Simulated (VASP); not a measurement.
# NaScTe2 (P4/mmm) in VASP: further runs, part 2 of 2

VASP 6.6.1. The steps go on from the part before.

**4. Single point, r2SCAN**

This run uses another cell than the first one, of 27.40 Å³/atom, 1.064 times its volume.

Contents of POSCAR:

```
NaScTe2
1.0
    4.3099310224      0.0000000000      0.0000000000
    0.0000000000      4.3099310224      0.0000000000
    0.0000000000      0.0000000000      5.8991668735
Na Te Sc
1 2 1
Direct
    0.0000000000      0.0000000000      0.0000000000
    0.0000000000      0.0000000000      0.5000000000
    0.5000000000      0.5000000000      0.0000000000
    0.5000000000      0.5000000000      0.5000000000
```

Contents of INCAR.step1:

```
SYSTEM = NaScTe2
PREC = Accurate ; ENCUT = 520
ISMEAR = -1 ; SIGMA = 0.02
LREAL = .False. ; LASPH = .True.
NELM = 80 ; NBANDS = 23
GGA = PE ; ALGO = Normal
EDIFF = 1E-4 ; LWAVE = .True.
LCHARG = .False.
```

Contents of INCAR.step2:

```
SYSTEM = NaScTe2
PREC = Accurate ; ENCUT = 520
EDIFF = 1E-6 ; ISMEAR = -1
SIGMA = 0.02 ; LREAL = .False.
LASPH = .True. ; NELM = 80
ALGO = Normal ; ISIF = 2
LWAVE = .False. ; LCHARG = .False.
METAGGA = R2SCAN ; LMIXTAU = .True.
NBANDS = 23 ; ISTART = 1
```

Contents of KPOINTS:

```
Automatic mesh
0
Gamma
  6 6 4
  0 0 0
```

Started as:

```
$ cat potpaw_PBE.64/Na_pv/POTCAR potpaw_PBE.64/Te/POTCAR potpaw_PBE.64/Sc_sv/POTCAR > POTCAR
$ cp INCAR.step1 INCAR
$ mpirun -np 1 vasp_std > vasp.out
$ cp INCAR.step2 INCAR
$ mpirun -np 1 vasp_std > vasp.out
```

Run time: 2.7 min. Hardware: 1 thread of Intel Xeon Platinum 8488C (Sapphire Rapids), shared host; peak memory 0.26 GiB.

It converged, with:

| Quantity | Value |
| --- | --- |
| Free energy | -70.6373 eV |
| Pressure | 0.0 GPa |
| Band gap on the k mesh | zero (band 15 reaches 4.49 eV, above the bottom of band 16 at 4.39 eV) |

Levels at points of the mesh, in eV from the Fermi level:
```tsv
k point	band 11	band 12	band 13	band 14	band 15	band 16	band 17	band 18	band 19	band 20
(0.00, 0.00, 0.00)	-1.93	-1.93	-0.10	-0.02	0.10	0.10	0.79	1.18	1.18	1.50
(0.50, 0.00, 0.00)	-2.59	-2.47	-2.44	-2.14	-0.27	1.30	1.51	1.85	1.91	3.61
(0.50, 0.50, 0.00)	-3.93	-1.66	-1.59	-1.31	-1.31	0.50	0.50	1.36	1.78	1.81
(0.00, 0.00, 0.50)	-2.24	-1.65	-1.65	-0.86	-0.86	0.02	0.80	2.05	2.11	2.11
(0.50, 0.00, 0.50)	-3.90	-2.59	-2.38	-0.64	-0.40	1.55	1.95	2.15	3.63	3.81
(0.50, 0.50, 0.50)	-3.52	-2.94	-2.51	-2.51	-1.98	1.48	1.67	1.67	1.78	1.82
```

Caveat: the PAW data sets were made with another functional, which shifts forces and pressure a little; spin-orbit coupling is left out, which moves the levels of the heavy elements.

**5. Single point, r2SCAN**

This run uses another cell than the first one, of 27.40 Å³/atom, 1.064 times its volume.

POSCAR is that of step 4.

Contents of INCAR.step1:

```
PREC = Accurate
ENCUT = 520
ISMEAR = -1
SIGMA = 0.02
LREAL = F
LASPH = T
NELM = 100
NBANDS = 23
GGA = PE
ALGO = Normal
EDIFF = 1E-4
LWAVE = T
LCHARG = F
```

Contents of INCAR.step2:

```
PREC = Accurate
ENCUT = 520
EDIFF = 1E-6
ISMEAR = -1
SIGMA = 0.02
LREAL = F
LASPH = T
NELM = 100
ALGO = Normal
ISIF = 2
LWAVE = F
LCHARG = F
METAGGA = R2SCAN
LMIXTAU = T
NBANDS = 23
ISTART = 1
```

Contents of KPOINTS:

```
regular mesh
0
Gamma
  6 6 4
```

Started as:

```
$ cat potpaw_PBE.64/Na_pv/POTCAR potpaw_PBE.64/Te/POTCAR potpaw_PBE.64/Sc_sv/POTCAR > POTCAR
$ cp INCAR.step1 INCAR
$ mpirun -np 1 vasp_std > vasp.out
$ cp INCAR.step2 INCAR
$ mpirun -np 1 vasp_std > vasp.out
```

Wall time 2.9 min (1 thread of Intel Xeon Platinum 8488C (Sapphire Rapids), shared host); peak memory 0.27 GiB.

Results (log left out):

```yaml
Free_energy: -70.6373 eV
Pressure: 0.0 GPa
Band_gap_on_the_k_mesh: zero (band 15 reaches 4.49 eV, above the bottom of band 16 at 4.39 eV)
```

Levels at points of the mesh, in eV from the Fermi level:
| k point | band 11 | band 12 | band 13 | band 14 | band 15 | band 16 | band 17 | band 18 | band 19 | band 20 |
| --- | --- | --- | --- | --- | --- | --- | --- | --- | --- | --- |
| (0.00, 0.00, 0.00) | -1.93 | -1.93 | -0.10 | -0.02 | 0.10 | 0.10 | 0.79 | 1.18 | 1.18 | 1.50 |
| (0.50, 0.00, 0.00) | -2.59 | -2.47 | -2.44 | -2.14 | -0.27 | 1.30 | 1.51 | 1.85 | 1.91 | 3.61 |
| (0.50, 0.50, 0.00) | -3.93 | -1.66 | -1.59 | -1.31 | -1.31 | 0.50 | 0.50 | 1.36 | 1.78 | 1.81 |
| (0.00, 0.00, 0.50) | -2.24 | -1.65 | -1.65 | -0.86 | -0.86 | 0.02 | 0.80 | 2.05 | 2.11 | 2.11 |
| (0.50, 0.00, 0.50) | -3.90 | -2.59 | -2.38 | -0.64 | -0.40 | 1.55 | 1.95 | 2.15 | 3.63 | 3.81 |
| (0.50, 0.50, 0.50) | -3.52 | -2.94 | -2.51 | -2.51 | -1.98 | 1.48 | 1.67 | 1.67 | 1.78 | 1.82 |

Caveat: the PAW data sets were made with another functional, which shifts forces and pressure a little; spin-orbit coupling is left out, which moves the levels of the heavy elements.

**6. Single point, r2SCAN (volume changed by +3%)**

Contents of POSCAR:

```
NaScTe2
1.0
    4.3526063822      0.0000000000      0.0000000000
    0.0000000000      4.3526063822      0.0000000000
    0.0000000000      0.0000000000      5.9575782650
Na Te Sc
1 2 1
Direct
    0.0000000000      0.0000000000      0.0000000000
    0.0000000000      0.0000000000      0.5000000000
    0.5000000000      0.5000000000      0.0000000000
    0.5000000000      0.5000000000      0.5000000000
```

Contents of INCAR.step1:

```
SYSTEM = NaScTe2
ALGO = Normal
EDIFF = 1E-4
ENCUT = 520
GGA = PE
ISMEAR = -1
LASPH = .TRUE.
LCHARG = .FALSE.
LREAL = .FALSE.
LWAVE = .TRUE.
NBANDS = 23
NELM = 100
PREC = Accurate
SIGMA = 0.02
```

Contents of INCAR.step2:

```
SYSTEM = NaScTe2
ALGO = Normal
EDIFF = 1E-7
ENCUT = 520
ISIF = 2
ISMEAR = -1
ISTART = 1
LASPH = .TRUE.
LCHARG = .FALSE.
LMIXTAU = .TRUE.
LREAL = .FALSE.
LWAVE = .FALSE.
METAGGA = R2SCAN
NBANDS = 23
NELM = 100
PREC = Accurate
SIGMA = 0.02
```

Contents of KPOINTS:

```
k-points
0
G
  6 6 4
  0 0 0
```

Potentials or basis: VASP PAW PBE potentials, release 64 (Na_pv, Te, Sc_sv).

Started as:

```
$ cat potpaw_PBE.64/Na_pv/POTCAR potpaw_PBE.64/Te/POTCAR potpaw_PBE.64/Sc_sv/POTCAR > POTCAR
$ cp INCAR.step1 INCAR
$ mpirun -np 1 vasp_std > vasp.out
$ cp INCAR.step2 INCAR
$ mpirun -np 1 vasp_std > vasp.out
```

OUTCAR:

```text
SYSTEM = NaScTe2
   EDIFF = 1E-7
   ENCUT = 520
   ISIF = 2
   ISMEAR = -1
   ISTART = 1
   LASPH = .TRUE.
   LREAL = .FALSE.
   METAGGA = R2SCAN
   NELM = 100
   PREC = Accurate

 ion  position               nearest neighbor table
   1  0.000  0.000  0.000-   2 2.98   2 2.98   3 3.08   3 3.08   3 3.08   3 3.08
   2  0.000  0.000  0.500-   1 2.98   1 2.98   4 3.08   4 3.08   4 3.08   4 3.08
   3  0.500  0.500  0.000-   4 2.98   4 2.98   1 3.08   1 3.08   1 3.08   1 3.08
   4  0.500  0.500  0.500-   3 2.98   3 2.98   2 3.08   2 3.08   2 3.08   2 3.08

  LATTYP: Found a simple tetragonal cell.
 ALAT       =     4.3526063822
 C/A-ratio  =     1.3687381173

  Lattice vectors:

 A1 = (   4.3526063822,   0.0000000000,   0.0000000000)
 A2 = (   0.0000000000,   4.3526063822,   0.0000000000)
 A3 = (   0.0000000000,   0.0000000000,   5.9575782650)

Analysis of symmetry for initial positions (statically):
=====================================================================
 Subroutine PRICEL returns:
 Original cell was already a primitive cell.

 Routine SETGRP: Setting up the symmetry group for a
 simple tetragonal supercell.

 Subroutine GETGRP returns: Found 16 space group operations
 (whereof 16 operations were pure point group operations)
 out of a pool of 16 trial point group operations.

The static configuration has the point symmetry D_4h.

Analysis of symmetry for dynamics (positions and initial velocities):
=====================================================================
 Subroutine PRICEL returns:
 Original cell was already a primitive cell.

 Routine SETGRP: Setting up the symmetry group for a
 simple tetragonal supercell.

 Subroutine GETGRP returns: Found 16 space group operations
 (whereof 16 operations were pure point group operations)
 out of a pool of 16 trial point group operations.

The dynamic configuration has the point symmetry D_4h.

 Subroutine INISYM returns: Found 16 space group operations
[... 118 lines left out ...]
   IALGO  =     38    algorithm
   IMIX   =      4    mixing-type and parameters
     AMIX     =   0.40;   BMIX     =  1.00
     AMIX_MAG =   1.60;   BMIX_MAG =  1.00
  volume/ion in A,a.u.               =      28.22       190.42
  Fermi-wavevector in a.u.,A,eV,Ry     =   1.052590  1.989106 15.074505  1.107945
  Thomas-Fermi vector in A             =   2.187678
   LORBIT       =      0    0 simple, 1 ext, 2 COOP (PROOUT), +10 PAW based schemes
   METAGGA = R2SCAN    functional components
   LHFCALC =     F    Hartree Fock is set to
   AEXX    =    0.0000 exact exchange contribution
   IVDW    =     0    specifies the selected vdW correction
   LEPSILON=     F    determine dielectric tensor
   LRPA    =     F    only Hartree local field effects (RPA)
 non-spin polarized calculation
  energy-cutoff  :      520.00
  volume of cell :      112.87
 maximum number of plane-waves:      3080
   NGX = 17   NGY = 17   NGZ = 23

 number of electron      29.9999993 magnetization

 Free energy of the ion-electron system (eV)
  ---------------------------------------------------
  ext. energy  EPLUGINS =         0.00000000
  ---------------------------------------------------
  free energy    TOTEN  =       -70.62305326 eV

  energy without entropy =      -70.62221505  energy(sigma->0) =      -70.62263415

 E-fermi :   4.1565     XC(G=0):  -9.4734

 val. band max:        4.1391614455   @ k =   0.0000   0.0000   0.0000
 cond. band min:       4.1592604763   @ k =   0.0000   0.0000   0.2500
 fundamental gap:      0.0200990309
 Fermi energy:         4.1564907584

 k-point     1 :       0.0000    0.0000    0.0000
  band No.  band energies     occupation
      1     -48.8941      2.00000
      2     -26.5370      2.00000
      3     -26.5370      2.00000
      4     -26.4149      2.00000
      5     -19.9405      2.00000
      6     -19.9096      2.00000
[... 613 lines left out ...]
     22       8.4506      0.00000
     23       9.7346      0.00000

 [... further k-points ...]

------------------------ aborting loop because EDIFF is reached ----------------------------------------

  FORCE on cell =-STRESS in cart. coord.  units (eV):
  Direction    XX          YY          ZZ          XY          YZ          ZX
  --------------------------------------------------------------------------------------
  -------------------------------------------------------------------------------------
  Total       -0.8577197     -0.8577197     -1.1202776      0.0000000      0.0000000     -0.0000000
  in kB      -12.1755173    -12.1755173    -15.9025843      0.0000000      0.0000000     -0.0000000
  external PRESSURE =     -13.4178730 kB  Pullay stress =       0.0000000 kB

 VOLUME and BASIS-vectors are now :
 -----------------------------------------------------------------------------
  energy-cutoff  :      520.00
  volume of cell :      112.87
      direct lattice vectors                 reciprocal lattice vectors
     4.352606382  0.000000000  0.000000000     0.229747400  0.000000000  0.000000000
     0.000000000  4.352606382  0.000000000     0.000000000  0.229747400  0.000000000
     0.000000000  0.000000000  5.957578265     0.000000000  0.000000000  0.167853439

 POSITION                                       TOTAL-FORCE (eV/Angst)
 -----------------------------------------------------------------------------------
      0.00000      0.00000      0.00000         0.000000      0.000000      0.000000
      0.00000      0.00000      2.97879         0.000000      0.000000      0.000000
      2.17630      2.17630      0.00000         0.000000      0.000000      0.000000
      2.17630      2.17630      2.97879         0.000000      0.000000      0.000000
 -----------------------------------------------------------------------------------
    total drift:                                0.000000      0.000000     -0.000000

  FREE ENERGIE OF THE ION-ELECTRON SYSTEM (eV)
  ---------------------------------------------------
  free  energy   TOTEN  =       -70.6230532600 eV

  energy  without entropy=      -70.6222150474  energy(sigma->0) =      -70.62263415
```

Run time: 3.1 min. Hardware: 1 thread of Intel Xeon Platinum 8488C (Sapphire Rapids), shared host; peak memory 0.27 GiB.

What came out:

| Item | Value |
| --- | --- |
| Free energy | -70.6231 eV |
| Pressure | -1.3 GPa |
| Band gap on the k mesh | zero (band 15 reaches 4.21 eV, above the bottom of band 16 at 4.16 eV) |

Levels at points of the mesh, in eV from the Fermi level:
```csv
k point,band 12,band 13,band 14,band 15,band 16,band 17,band 18,band 19
"(0.00, 0.00, 0.00)",-1.93,-0.16,-0.02,0.05,0.05,0.73,1.12,1.12
"(0.50, 0.00, 0.00)",-2.41,-2.38,-2.12,-0.29,1.23,1.42,1.73,1.80
"(0.50, 0.50, 0.00)",-1.66,-1.58,-1.29,-1.29,0.49,0.49,1.27,1.67
"(0.00, 0.00, 0.50)",-1.66,-1.66,-0.85,-0.85,0.02,0.73,1.90,1.99
"(0.50, 0.00, 0.50)",-2.56,-2.35,-0.64,-0.42,1.46,1.85,2.03,3.43
"(0.50, 0.50, 0.50)",-2.90,-2.44,-2.44,-1.95,1.39,1.58,1.58,1.67
```

Caveat: the cell differs from its parent crystal (volume changed by +3%); the PAW data sets were made with another functional, which shifts forces and pressure a little; spin-orbit coupling is left out, which moves the levels of the heavy elements.

**7. The runs side by side**

```tsv
cell	gap on the mesh (eV)	pressure (GPa)
a = 4.222, b = 4.222, c = 5.779 Å, 4 atoms	none	3.5
a = 4.266, b = 4.266, c = 5.840 Å, 4 atoms	none	1.6
a = 4.310, b = 4.310, c = 5.899 Å, 4 atoms	none	0.0
a = 4.353, b = 4.353, c = 5.958 Å, 4 atoms	none	-1.3
```

Alike in all rows: task single point; level r2SCAN; potentials or basis VASP PAW PBE potentials, release 64 (Na_pv, Te, Sc_sv); no spin polarisation; k mesh 6 × 6 × 4; cutoff (eV) 520; smearing fermi-dirac 0.02 eV.

Caveats: the PAW data sets were made with another functional, which shifts forces and pressure a little; spin-orbit coupling is left out, which moves the levels of the heavy elements.

Total energies depend on the potentials used, so only differences within one code and one set of settings carry meaning.
